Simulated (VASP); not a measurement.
# TeW (F-43m) in VASP: notebook

TeW is run at these levels: PBE; tasks: single point.

Program: VASP 6.6.1. These are calculated values, not measurements. Logs are shortened: lines on timing, memory, paths and dates and some standing lists are left out, and cuts for length are marked.

## 1. The cell of the first run

Symmetry: F-43m, No. 216, cubic system. Conventional cell: a = 6.124 Å, b = 6.124 Å, c = 6.124 Å, α = 90.00°, β = 90.00°, γ = 90.00°. W (site symmetry -43m) has 4 Te at 2.65 Å within 3.5 Å. Within 3.5 Å of Te (site symmetry -43m) lie 4 W at 2.65 Å.

## 2. Single point, PBE, collinear spin

Input file INCAR:

```
ALGO = Normal
EDIFF = 1E-6
ENCUT = 520
GGA = PE
ISIF = 2
ISMEAR = 0
ISPIN = 2
LASPH = True
LCHARG = True
LELF = True
LMAXMIX = 4
LORBIT = 11
LREAL = False
LVHAR = True
LWAVE = False
MAGMOM = 1 -1 0 0
NBANDS = 32
NELM = 150
PREC = Accurate
SIGMA = 0.1
```

Input file KPOINTS:

```
k-points
0
Gamma
  12 12 6
```

Input file POSCAR:

```
TeW
1.0
    0.0000000000      3.0618296945      3.0618296945
    3.0618296945      0.0000000000      3.0618296945
    6.1236593890      6.1236593890      0.0000000000
W Te
2 2
Direct
    0.0000000000      1.0000000000      1.0000000000
    0.0000000000      1.0000000000      0.5000000000
    0.2500000000      0.2500000000      0.1250000000
    0.2500000000      0.2500000000      0.6250000000
```

Potentials or basis: VASP PAW PBE potentials, release 64 (W_sv, Te).

Started as:

```bash
$ cat potpaw_PBE.64/W_sv/POTCAR potpaw_PBE.64/Te/POTCAR > POTCAR
$ mpirun -np 1 vasp_std > vasp.out
```

OUTCAR:

```text
EDIFF = 1E-6
   ENCUT = 520
   GGA = PE
   ISIF = 2
   ISMEAR = 0
   ISPIN = 2
   LASPH = True
   LORBIT = 11
   LREAL = False
   NELM = 150
   PREC = Accurate

 ion  position               nearest neighbor table
   1  0.000  0.000  0.000-   3 2.65   4 2.65   3 2.65   3 2.65
   2  0.000  0.000  0.500-   3 2.65   4 2.65   4 2.65   4 2.65
   3  0.250  0.250  0.125-   1 2.65   1 2.65   1 2.65   2 2.65
   4  0.250  0.250  0.625-   2 2.65   2 2.65   1 2.65   2 2.65

  LATTYP: Found a trigonal (rhomboedric) cell.
 ALAT       =     7.4999204308
 COS(alpha) =     0.8333333333

  Lattice vectors:

 A1 = (   6.1236593890,   3.0618296945,  -3.0618296945)
 A2 = (   3.0618296945,   3.0618296945,  -6.1236593890)
 A3 = (   3.0618296945,   6.1236593890,  -3.0618296945)

Analysis of symmetry for initial positions (statically):
=====================================================================
 Subroutine PRICEL returns following result:

  LATTYP: Found a face centered cubic cell.
 ALAT       =     6.1236593890

  Lattice vectors:

 A1 = (   0.0000000000,   3.0618296945,   3.0618296945)
 A2 = (   3.0618296945,   0.0000000000,   3.0618296945)
 A3 = (   3.0618296945,   3.0618296945,   0.0000000000)

   2 primitive cells build up your supercell.

 Routine SETGRP: Setting up the symmetry group for a
 trigonal (rhombohedral) supercell.

 Subroutine GETGRP returns: Found  6 space group operations
 (whereof  6 operations were pure point group operations)
 out of a pool of 12 trial point group operations.

The static configuration has the point symmetry C_3v.

Analysis of symmetry for dynamics (positions and initial velocities):
=====================================================================
 Subroutine PRICEL returns following result:

  LATTYP: Found a face centered cubic cell.
 ALAT       =     6.1236593890

  Lattice vectors:

 A1 = (   0.0000000000,   3.0618296945,   3.0618296945)
 A2 = (   3.0618296945,   0.0000000000,   3.0618296945)
 A3 = (   3.0618296945,   3.0618296945,   0.0000000000)

   2 primitive cells build up your supercell.

 Routine SETGRP: Setting up the symmetry group for a
 trigonal (rhombohedral) supercell.

 Subroutine GETGRP returns: Found  6 space group operations
 (whereof  6 operations were pure point group operations)
 out of a pool of 12 trial point group operations.

The dynamic configuration has the point symmetry C_3v.

Analysis of structural, dynamic, and magnetic symmetry:
=====================================================================
 Subroutine PRICEL returns following result:

  LATTYP: Found a face centered cubic cell.
 ALAT       =     6.1236593890

  Lattice vectors:

 A1 = (   0.0000000000,   3.0618296945,   3.0618296945)
 A2 = (   3.0618296945,   0.0000000000,   3.0618296945)
 A3 = (   3.0618296945,   3.0618296945,   0.0000000000)

   2 primitive cells build up your supercell.

 Routine SETGRP: Setting up the symmetry group for a
 trigonal (rhombohedral) supercell.

 Subroutine GETGRP returns: Found  6 space group operations
 (whereof  6 operations were pure point group operations)
 out of a pool of 12 trial point group operations.

The overall configuration has the point symmetry C_3v.

 Subroutine INISYM returns: Found  6 space group operations
 (whereof  6 operations are pure point group operations),
 and found     2 'primitive' translations

----------------------------------------------------------------------------------------

                                     Primitive cell

  volume of cell :      57.4081

  direct lattice vectors                    reciprocal lattice vectors
     0.000000000  3.061829695  3.061829695    -0.163301049  0.163301049  0.163301049
     3.061829695  0.000000000  3.061829695     0.163301049 -0.163301049  0.163301049
     3.061829695  3.061829695  0.000000000     0.163301049  0.163301049 -0.163301049

  length of vectors
     4.330081080  4.330081080  4.330081080     0.282845713  0.282845713  0.282845713

  position of ions in fractional coordinates (direct lattice)
     0.000000000  0.000000000  0.000000000
     0.250000000  0.250000000  0.250000000

  ion indices of the primitive-cell ions
   primitive index   ion index
                 1           1
                 2           3

----------------------------------------------------------------------------------------

 KPOINTS: k-points

Automatic generation of k-mesh.
 Grid dimensions read from file:
 generate k-points for:   12   12    6

 Generating k-lattice:

  Cartesian coordinates                     Fractional coordinates (reciprocal lattice)
    -0.013608421  0.013608421  0.013608421     0.083333333  0.000000000  0.000000000
     0.013608421 -0.013608421  0.013608421     0.000000000  0.083333333  0.000000000
     0.013608421  0.013608421 -0.013608421     0.000000000  0.000000000  0.166666667

  Length of vectors
     0.023570476  0.023570476  0.023570476

  Shift w.r.t. Gamma in fractional coordinates (k-lattice)
     0.000000000  0.000000000  0.000000000

 -----------------------------------------------------------------------------
|                                                                             |
|           W    W    AA    RRRRR   N    N  II  N    N   GGGG   !!!           |
|           W    W   A  A   R    R  NN   N  II  NN   N  G    G  !!!           |
|           W    W  A    A  R    R  N N  N  II  N N  N  G       !!!           |
|           W WW W  AAAAAA  RRRRR   N  N N  II  N  N N  G  GGG   !            |
|           WW  WW  A    A  R   R   N   NN  II  N   NN  G    G                |
|           W    W  A    A  R    R  N    N  II  N    N   GGGG   !!!           |
|                                                                             |
|     Your reciprocal lattice and k-lattice belong to different lattice       |
|     classes:                                                                |
|                                                                             |
|        The reciprocal lattice is rhombohedral (trigonal),                   |
|        whereas your k-lattice is body-centered cubic.                       |
|                                                                             |
|     Results are often still useful ...                                      |
|                                                                             |
 -----------------------------------------------------------------------------

 Subroutine IBZKPT returns following result:
 ===========================================

 Found     98 irreducible k-points:

 Following reciprocal coordinates:
            Coordinates               Weight
  0.000000  0.000000  0.000000      1.000000
  0.083333  0.000000  0.000000      6.000000
  0.166667  0.000000  0.000000      6.000000
  0.250000  0.000000  0.000000      6.000000
  0.333333  0.000000  0.000000      6.000000
  0.416667  0.000000  0.000000      6.000000
[... 16 lines left out ...]
  0.500000  0.166667  0.000000     12.000000
 -0.416667  0.166667  0.000000     12.000000
 [... further k-points ...]
   k-points           NKPTS =     98   k-points in BZ     NKDIM =     98   number of bands    NBANDS=     32
   number of dos      NEDOS =    301   number of ions     NIONS =      4
   total plane-waves  NPLWV =  65536
   dimension x,y,z NGX =    32 NGY =   32 NGZ =   64
   dimension x,y,z NGXF=    64 NGYF=   64 NGZF=  128
   ions per type =               2   2
   NGX,Y,Z   is equivalent  to a cutoff of  12.29, 12.29, 12.29 a.u.
   NGXF,Y,Z  is equivalent  to a cutoff of  24.57, 24.57, 24.57 a.u.
 SYSTEM =  unknown system
   PREC   = accura    normal or accurate (medium, high low for compatibility)
   ISTART =      0    job   : 0-new  1-cont  2-samecut
   ICHARG =      2    charge: 1-file 2-atom 10-const
   ISPIN  =      2    spin polarized calculation?
   LNONCOLLINEAR =      F non collinear calculations
   LSORBIT =      F    spin-orbit coupling
   LASPH  =      T    aspherical Exc in radial PAW
   ENCUT  =  520.0 eV  38.22 Ry    6.18 a.u.   8.05  8.05 16.10*2*pi/ulx,y,z
   NELM   =    150;   NELMIN=  2; NELMDL= -5     # of ELM steps
   EDIFF  = 0.1E-05   stopping-criterion for ELM
   LREAL  =      F    real-space projection
   EDIFFG = 0.1E-04   stopping-criterion for IOM
   NSW    =      0    number of steps for IOM
   IBRION =     -1    ionic relax: 0-MD 1-quasi-New 2-CG
   NFREE  =      0    steps in history (QN), initial steepest desc. (CG)
   ISIF   =      2    stress and relaxation
   ISYM   =      2    0-nonsym 1-usesym 2-fastsym
   POTIM  = 0.5000    time-step for ionic-motion
   TEBEG  =    0.0;   TEEND  =   0.0 temperature during run
   PSTRESS=    0.0 pullay stress
   NELECT =      40.0000    total number of electrons
   NUPDOWN=      -1.0000    fix difference up-down
   EMIN   =  10.00;   EMAX   =-10.00  energy-range for DOS
   EFERMI =   0.00;   METHOD = LEGACY
   ISMEAR =     0;   SIGMA  =   0.10  broadening in eV -4-tet -1-fermi 0-gaus
   EFERMI_NEDOS =   21; number of points for ismear=-14 and -15
   IALGO  =     38    algorithm
   IMIX   =      4    mixing-type and parameters
     AMIX     =   0.40;   BMIX     =  1.00
     AMIX_MAG =   1.60;   BMIX_MAG =  1.00
  volume/ion in A,a.u.               =      28.70       193.70
  Fermi-wavevector in a.u.,A,eV,Ry     =   1.151933  2.176837 18.054239  1.326949
  Thomas-Fermi vector in A             =   2.288587
   LORBIT       =     11    0 simple, 1 ext, 2 COOP (PROOUT), +10 PAW based schemes
   GGA     = PE    functional components
   LHFCALC =     F    Hartree Fock is set to
   AEXX    =    0.0000 exact exchange contribution
   IVDW    =     0    specifies the selected vdW correction
   LEPSILON=     F    determine dielectric tensor
   LRPA    =     F    only Hartree local field effects (RPA)
 spin polarized calculation
 Gauss-broadening in eV      SIGMA  =   0.10
  energy-cutoff  :      520.00
  volume of cell :      114.82
 maximum number of plane-waves:      3118
   NGX = 17   NGY = 17   NGZ = 33

 number of electron      40.0000002 magnetization       0.0000000

 number of electron      40.0000002 magnetization      -0.0000000

 Free energy of the ion-electron system (eV)
  ---------------------------------------------------
  ext. energy  EPLUGINS =         0.00000000
  ---------------------------------------------------
  free energy    TOTEN  =       -26.36082802 eV

  energy without entropy =      -26.33086929  energy(sigma->0) =      -26.34584865

 E-fermi :   6.3411     XC(G=0):  -9.8328

 val. band max:        6.3378022500   @ k =   0.5000   0.2500   0.1667
 cond. band min:       6.3437916932   @ k =   0.4167   0.0833   0.0000
 fundamental gap:      0.0059894432
 Fermi energy:         6.3410683241

 spin component 1

 k-point     1 :       0.0000    0.0000    0.0000
  band No.  band energies     occupation
      1     -67.8303      1.00000
      2     -67.3280      1.00000
      3     -32.1895      1.00000
      4     -32.1895      1.00000
      5     -32.1664      1.00000
      6     -31.5047      1.00000
[... 24 lines left out ...]
     31      12.1340      0.00000
     32      13.9482      0.00000
[... 774 lines left out ...]
      2     -67.3278      1.00000
      3     -32.2032      1.00000
      4     -32.1946      1.00000
      5     -32.1647      1.00000
      6     -31.5188      1.00000
[... 24 lines left out ...]
     31      14.0400      0.00000
     32      14.5351      0.00000

 [... further k-points ...]

 spin component 2

 k-point     1 :       0.0000    0.0000    0.0000
  band No.  band energies     occupation
      1     -67.8303      1.00000
      2     -67.3280      1.00000
      3     -32.1895      1.00000
      4     -32.1895      1.00000
      5     -32.1664      1.00000
      6     -31.5047      1.00000
[... 24 lines left out ...]
     31      12.1340      0.00000
     32      13.9482      0.00000
[... 774 lines left out ...]
      2     -67.3278      1.00000
      3     -32.2032      1.00000
      4     -32.1946      1.00000
      5     -32.1647      1.00000
      6     -31.5188      1.00000
[... 24 lines left out ...]
     31      14.0400      0.00000
     32      14.5351      0.00000

 [... further k-points ...]

------------------------ aborting loop because EDIFF is reached ----------------------------------------

  FORCE on cell =-STRESS in cart. coord.  units (eV):
  Direction    XX          YY          ZZ          XY          YZ          ZX
  --------------------------------------------------------------------------------------
  -------------------------------------------------------------------------------------
  Total        0.2235222      0.2235222      0.2235222      0.1721382     -0.1721382     -0.1721382
  in kB        3.1190916      3.1190916      3.1190916      2.4020647     -2.4020647     -2.4020647
  external PRESSURE =       3.1190916 kB  Pullay stress =       0.0000000 kB

 VOLUME and BASIS-vectors are now :
 -----------------------------------------------------------------------------
  energy-cutoff  :      520.00
  volume of cell :      114.82
      direct lattice vectors                 reciprocal lattice vectors
     0.000000000  3.061829695  3.061829695    -0.163301049  0.163301049  0.163301049
     3.061829695  0.000000000  3.061829695     0.163301049 -0.163301049  0.163301049
     6.123659389  6.123659389  0.000000000     0.081650524  0.081650524 -0.081650524

 POSITION                                       TOTAL-FORCE (eV/Angst)
 -----------------------------------------------------------------------------------
      0.00000      0.00000      0.00000         0.013954      0.013954     -0.013954
      3.06183      3.06183      0.00000         0.013954      0.013954     -0.013954
      1.53091      1.53091      1.53091        -0.013954     -0.013954      0.013954
      4.59274      4.59274      1.53091        -0.013954     -0.013954      0.013954
 -----------------------------------------------------------------------------------
    total drift:                                0.000009      0.000009     -0.000009

  FREE ENERGIE OF THE ION-ELECTRON SYSTEM (eV)
  ---------------------------------------------------
  free  energy   TOTEN  =       -26.3608280166 eV

  energy  without entropy=      -26.3308692882  energy(sigma->0) =      -26.34584865

 total charge

# of ion       s       p       d       tot
------------------------------------------
    1        2.327   6.131   3.500  11.958
    2        2.327   6.131   3.500  11.958
    3        1.321   2.056   0.135   3.512
    4        1.321   2.056   0.135   3.512
--------------------------------------------------
tot          7.297  16.374   7.270  30.941

 magnetization (x)

# of ion       s       p       d       tot
------------------------------------------
    1        0.021   0.013   1.084   1.119
    2       -0.021  -0.013  -1.084  -1.119
    3       -0.004  -0.029   0.015  -0.018
    4        0.004   0.029  -0.015   0.018
--------------------------------------------------
tot          0.000   0.000   0.000   0.000
```

It took 14 min on 1 thread of Oxide Virtual Turin-like, shared host; peak memory 0.61 GiB.

What came out:

- Free energy: -26.3608 eV
- Pressure: 0.3 GPa
- Band gap on the k mesh: zero (filled and empty bands overlap)
- Net moment: 0.00 μB per cell
- Site moments: W +1.12, -1.12; Te -0.02, +0.02 μB
- Valence electrons inside the program's atomic spheres: W 11.96; Te 3.51

Levels at points of the mesh, in eV from the Fermi level:
Spin up:
| k point | band 16 | band 17 | band 18 | band 19 | band 20 | band 21 | band 22 | band 23 | band 24 | band 25 |
| --- | --- | --- | --- | --- | --- | --- | --- | --- | --- | --- |
| (0.00, 0.00, 0.00) | -3.80 | -0.80 | -0.80 | -0.32 | 0.21 | 0.21 | 1.34 | 2.08 | 2.08 | 3.12 |
| (0.50, 0.00, 0.00) | -3.33 | -1.34 | -0.88 | -0.58 | -0.35 | 0.05 | 0.47 | 0.63 | 0.64 | 2.12 |
| (0.00, 0.00, 0.50) | -3.84 | -0.97 | -0.97 | -0.02 | -0.02 | 1.29 | 1.65 | 2.62 | 2.98 | 3.26 |
| (0.50, 0.00, 0.50) | -3.52 | -1.12 | -0.95 | -0.66 | -0.59 | 0.06 | 0.28 | 1.39 | 1.63 | 1.64 |
Spin down:
| k point | band 16 | band 17 | band 18 | band 19 | band 20 | band 21 | band 22 | band 23 | band 24 | band 25 |
| --- | --- | --- | --- | --- | --- | --- | --- | --- | --- | --- |
| (0.00, 0.00, 0.00) | -3.80 | -0.80 | -0.80 | -0.32 | 0.21 | 0.21 | 1.34 | 2.08 | 2.08 | 3.12 |
| (0.50, 0.00, 0.00) | -3.33 | -1.34 | -0.88 | -0.58 | -0.35 | 0.05 | 0.47 | 0.63 | 0.64 | 2.12 |
| (0.00, 0.00, 0.50) | -3.84 | -0.97 | -0.97 | -0.02 | -0.02 | 1.29 | 1.65 | 2.62 | 2.98 | 3.26 |
| (0.50, 0.00, 0.50) | -3.52 | -1.12 | -0.95 | -0.66 | -0.59 | 0.06 | 0.28 | 1.39 | 1.63 | 1.64 |

Caveat: spin-orbit coupling is left out, which moves the levels of the heavy elements.

[end of part 1 of 2]
